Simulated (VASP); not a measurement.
# In (Fm-3m) in VASP: further runs

The runs below take In through single point, with revPBE.

Everything below comes from runs of VASP 6.6.1. Logs are shortened: lines on timing, memory, paths and dates and some standing lists are left out, and cuts for length are marked.

**1. The cell of the first run**

Symmetry: Fm-3m, No. 225, cubic system. Conventional cell: a = 4.843 Å, b = 4.843 Å, c = 4.843 Å, α = 90.00°, β = 90.00°, γ = 90.00°. Within 4.5 Å of In (site symmetry m-3m) lie 12 In at 3.42 Å.

This isn't the form of In at room conditions, which is tetragonal.

**2. Single point, revPBE**

INCAR

```
PREC     = Accurate       # precision mode
ENCUT    = 520            # plane-wave cutoff, eV
EDIFF    = 1E-6           # SCF threshold, eV
ISMEAR   = -1             # smearing method
SIGMA    = 0.1            # smearing width, eV
LREAL    = F              # projectors in reciprocal space
LASPH    = T              # aspherical terms in the spheres
NELM     = 100            # most SCF steps
ALGO     = Normal         # electronic algorithm
ISIF     = 2              # what is computed and relaxed
LWAVE    = F              # write WAVECAR
LCHARG   = T              # write CHGCAR
GGA      = RE             # functional
LELF     = T              # ELF
LVHAR    = T            
NBANDS   = 12             # bands
```

KPOINTS

```
Automatic mesh
0
Gamma
  12 12 12
```

POSCAR

```
In
1.0
    0.0000000000      2.4215186002      2.4215186002
    2.4215186002      0.0000000000      2.4215186002
    2.4215186002      2.4215186002      0.0000000000
In
1
Direct
    0.0000000000      0.0000000000      0.0000000000
```

Potentials or basis: VASP PAW PBE potentials, release 64 (In_d).

On the command line:

```bash
cat potpaw_PBE.64/In_d/POTCAR > POTCAR
mpirun -np 1 vasp_std > vasp.out
```

OUTCAR:

```text
PREC = Accurate
   ENCUT = 520
   EDIFF = 1E-6
   ISMEAR = -1
   LREAL = F
   LASPH = T
   NELM = 100
   ISIF = 2
   GGA = RE

 ion  position               nearest neighbor table
   1  0.000  0.000  0.000-

  LATTYP: Found a face centered cubic cell.
 ALAT       =     4.8430372004

  Lattice vectors:

 A1 = (   0.0000000000,   2.4215186002,   2.4215186002)
 A2 = (   2.4215186002,   0.0000000000,   2.4215186002)
 A3 = (   2.4215186002,   2.4215186002,   0.0000000000)

Analysis of symmetry for initial positions (statically):
=====================================================================
 Subroutine PRICEL returns:
 Original cell was already a primitive cell.

 Routine SETGRP: Setting up the symmetry group for a
 face centered cubic supercell.

 Subroutine GETGRP returns: Found 48 space group operations
 (whereof 48 operations were pure point group operations)
 out of a pool of 48 trial point group operations.

The static configuration has the point symmetry O_h .

Analysis of symmetry for dynamics (positions and initial velocities):
=====================================================================
 Subroutine PRICEL returns:
 Original cell was already a primitive cell.

 Routine SETGRP: Setting up the symmetry group for a
 face centered cubic supercell.

 Subroutine GETGRP returns: Found 48 space group operations
 (whereof 48 operations were pure point group operations)
 out of a pool of 48 trial point group operations.

The dynamic configuration has the point symmetry O_h .

 Subroutine INISYM returns: Found 48 space group operations
 (whereof 48 operations are pure point group operations),
 and found     1 'primitive' translations

----------------------------------------------------------------------------------------

                                     Primitive cell

  volume of cell :      28.3984

  direct lattice vectors                    reciprocal lattice vectors
     0.000000000  2.421518600  2.421518600    -0.206481999  0.206481999  0.206481999
     2.421518600  0.000000000  2.421518600     0.206481999 -0.206481999  0.206481999
     2.421518600  2.421518600  0.000000000     0.206481999  0.206481999 -0.206481999

  length of vectors
     3.424544446  3.424544446  3.424544446     0.357637312  0.357637312  0.357637312

  position of ions in fractional coordinates (direct lattice)
     0.000000000  0.000000000  0.000000000

  ion indices of the primitive-cell ions
   primitive index   ion index
                 1           1

----------------------------------------------------------------------------------------

 KPOINTS: Automatic mesh

Automatic generation of k-mesh.
 Grid dimensions read from file:
 generate k-points for:   12   12   12

 Generating k-lattice:

  Cartesian coordinates                     Fractional coordinates (reciprocal lattice)
    -0.017206833  0.017206833  0.017206833     0.083333333  0.000000000  0.000000000
     0.017206833 -0.017206833  0.017206833     0.000000000  0.083333333  0.000000000
     0.017206833  0.017206833 -0.017206833     0.000000000  0.000000000  0.083333333

  Length of vectors
     0.029803109  0.029803109  0.029803109

  Shift w.r.t. Gamma in fractional coordinates (k-lattice)
     0.000000000  0.000000000  0.000000000

 Subroutine IBZKPT returns following result:
 ===========================================

 Found     72 irreducible k-points:

 Following reciprocal coordinates:
            Coordinates               Weight
  0.000000  0.000000  0.000000      1.000000
  0.083333  0.000000  0.000000      8.000000
  0.166667  0.000000  0.000000      8.000000
  0.250000  0.000000  0.000000      8.000000
  0.333333  0.000000  0.000000      8.000000
  0.416667  0.000000  0.000000      8.000000
[... 16 lines left out ...]
  0.500000  0.166667  0.000000     24.000000
 -0.416667  0.166667  0.000000     24.000000
 [... further k-points ...]
   k-points           NKPTS =     72   k-points in BZ     NKDIM =     72   number of bands    NBANDS=     12
   number of dos      NEDOS =    301   number of ions     NIONS =      1
   total plane-waves  NPLWV =  21952
   dimension x,y,z NGX =    28 NGY =   28 NGZ =   28
   dimension x,y,z NGXF=    56 NGYF=   56 NGZF=   56
   ions per type =               1
   NGX,Y,Z   is equivalent  to a cutoff of  13.59, 13.59, 13.59 a.u.
   NGXF,Y,Z  is equivalent  to a cutoff of  27.19, 27.19, 27.19 a.u.
 SYSTEM =  unknown system
   PREC   = accura    normal or accurate (medium, high low for compatibility)
   ISTART =      0    job   : 0-new  1-cont  2-samecut
   ICHARG =      2    charge: 1-file 2-atom 10-const
   ISPIN  =      1    spin polarized calculation?
   LNONCOLLINEAR =      F non collinear calculations
   LSORBIT =      F    spin-orbit coupling
   LASPH  =      T    aspherical Exc in radial PAW
   ENCUT  =  520.0 eV  38.22 Ry    6.18 a.u.   6.37  6.37  6.37*2*pi/ulx,y,z
   NELM   =    100;   NELMIN=  2; NELMDL= -5     # of ELM steps
   EDIFF  = 0.1E-05   stopping-criterion for ELM
   LREAL  =      F    real-space projection
   EDIFFG = 0.1E-04   stopping-criterion for IOM
   NSW    =      0    number of steps for IOM
   IBRION =     -1    ionic relax: 0-MD 1-quasi-New 2-CG
   NFREE  =      0    steps in history (QN), initial steepest desc. (CG)
   ISIF   =      2    stress and relaxation
   ISYM   =      2    0-nonsym 1-usesym 2-fastsym
   POTIM  = 0.5000    time-step for ionic-motion
   TEBEG  =    0.0;   TEEND  =   0.0 temperature during run
   PSTRESS=    0.0 pullay stress
   NELECT =      13.0000    total number of electrons
   NUPDOWN=      -1.0000    fix difference up-down
   EMIN   =  10.00;   EMAX   =-10.00  energy-range for DOS
   EFERMI =   0.00;   METHOD = LEGACY
   ISMEAR =    -1;   SIGMA  =   0.10  broadening in eV -4-tet -1-fermi 0-gaus
   EFERMI_NEDOS =   21; number of points for ismear=-14 and -15
   IALGO  =     38    algorithm
   IMIX   =      4    mixing-type and parameters
     AMIX     =   0.40;   BMIX     =  1.00
     AMIX_MAG =   1.60;   BMIX_MAG =  1.00
  volume/ion in A,a.u.               =      28.40       191.64
  Fermi-wavevector in a.u.,A,eV,Ry     =   1.261706  2.384278 21.659139  1.591902
  Thomas-Fermi vector in A             =   2.395151
   LORBIT       =      0    0 simple, 1 ext, 2 COOP (PROOUT), +10 PAW based schemes
   GGA     = RE    functional components
   LHFCALC =     F    Hartree Fock is set to
   AEXX    =    0.0000 exact exchange contribution
   IVDW    =     0    specifies the selected vdW correction
   LEPSILON=     F    determine dielectric tensor
   LRPA    =     F    only Hartree local field effects (RPA)
 non-spin polarized calculation
  energy-cutoff  :      520.00
  volume of cell :       28.40
 maximum number of plane-waves:       778
 NGX is ok and might be reduce to    28
   NGX = 13   NGY = 13   NGZ = 13

 number of electron      12.9999998 magnetization

 Free energy of the ion-electron system (eV)
  ---------------------------------------------------
  ext. energy  EPLUGINS =         0.00000000
  ---------------------------------------------------
  free energy    TOTEN  =        -2.26715231 eV

  energy without entropy =       -2.24999964  energy(sigma->0) =       -2.25857598

 E-fermi :   6.7190     XC(G=0):  -9.7994

 val. band max:        6.7135378776   @ k =  -0.2500   0.5000   0.2500
 cond. band min:       6.7664234067   @ k =  -0.2500   0.4167   0.1667
 fundamental gap:      0.0528855291
 Fermi energy:         6.7190105660

 k-point     1 :       0.0000    0.0000    0.0000
  band No.  band energies     occupation
      1      -7.8777      2.00000
      2      -7.8777      2.00000
      3      -7.8777      2.00000
      4      -7.7425      2.00000
      5      -7.7425      2.00000
      6      -2.2638      2.00000
      7      16.6076      0.00000
      8      16.6076      0.00000
      9      16.6076      0.00000
     10      18.0205      0.00000
     11      20.0307      0.00000
     12      20.0307      0.00000

 k-point     2 :       0.0833    0.0000    0.0000
  band No.  band energies     occupation
      1      -7.8788      2.00000
      2      -7.8683      2.00000
      3      -7.8683      2.00000
      4      -7.7434      2.00000
      5      -7.7434      2.00000
      6      -2.1214      2.00000
      7      14.9659      0.00000
      8      16.3607      0.00000
      9      16.3607      0.00000
     10      17.7395      0.00000
     11      20.4603      0.00000
     12      20.4603      0.00000

 k-point     3 :       0.1667    0.0000    0.0000
  band No.  band energies     occupation
      1      -7.8833      2.00000
      2      -7.8497      2.00000
      3      -7.8497      2.00000
      4      -7.7384      2.00000
      5      -7.7384      2.00000
      6      -1.6908      2.00000
      7      12.2816      0.00000
      8      15.8542      0.00000
      9      15.8542      0.00000
     10      17.5872      0.00000
     11      21.1400      0.00000
     12      21.1999      0.00000
[... 286 lines left out ...]
 k-point    23 :       0.5000    0.1667    0.0000
  band No.  band energies     occupation
      1      -7.9184      2.00000
      2      -7.8506      2.00000
      3      -7.8067      2.00000
      4      -7.6896      2.00000
      5      -7.6140      2.00000
      6       2.2924      2.00000
      7       4.9891      2.00000
      8      11.5363      0.00000
      9      13.0298      0.00000
     10      15.4629      0.00000
     11      21.0917      0.00000
     12      21.1861      0.00000

 k-point    24 :      -0.4167    0.1667    0.0000
  band No.  band energies     occupation
      1      -7.9046      2.00000
      2      -7.8532      2.00000
      3      -7.8124      2.00000
      4      -7.6721      2.00000
      5      -7.6343      2.00000
      6       2.7009      2.00000
      7       4.4970      2.00000
      8      10.9932      0.00000
      9      13.5229      0.00000
     10      15.7922      0.00000
     11      20.5918      0.00000
     12      20.7666      0.00000

 [... further k-points ...]
[... 5 lines left out ...]
  --------------------------------------------------------------------------------------
  -------------------------------------------------------------------------------------
  Total       -0.0109299     -0.0109299     -0.0109299      0.0000000     -0.0000000      0.0000000
  in kB       -0.6166420     -0.6166420     -0.6166420      0.0000000     -0.0000000      0.0000000
  external PRESSURE =      -0.6166420 kB  Pullay stress =       0.0000000 kB

 VOLUME and BASIS-vectors are now :
 -----------------------------------------------------------------------------
  energy-cutoff  :      520.00
  volume of cell :       28.40
      direct lattice vectors                 reciprocal lattice vectors
     0.000000000  2.421518600  2.421518600    -0.206481999  0.206481999  0.206481999
     2.421518600  0.000000000  2.421518600     0.206481999 -0.206481999  0.206481999
     2.421518600  2.421518600  0.000000000     0.206481999  0.206481999 -0.206481999

 POSITION                                       TOTAL-FORCE (eV/Angst)
 -----------------------------------------------------------------------------------
      0.00000      0.00000      0.00000         0.000000      0.000000      0.000000
 -----------------------------------------------------------------------------------
    total drift:                               -0.000000     -0.000000     -0.000000

  FREE ENERGIE OF THE ION-ELECTRON SYSTEM (eV)
  ---------------------------------------------------
  free  energy   TOTEN  =        -2.2671523133 eV

  energy  without entropy=       -2.2499996428  energy(sigma->0) =       -2.25857598
```

It took 18 s on 1 thread of Intel Xeon Platinum 8259CL at 2.50GHz (Skylake/Cascade Lake), shared host; peak memory 0.16 GiB.

Results:

| Item | Value |
| --- | --- |
| Free energy | -2.2672 eV |
| Pressure | -0.1 GPa |
| Band gap on the k mesh | zero (an odd number of electrons rules out a gap without spin polarisation) |

Caveat: the PAW data sets were made with another functional, which shifts forces and pressure a little; spin-orbit coupling is left out, which moves the levels of the heavy elements.

(Part 1 of 2 ends here.)
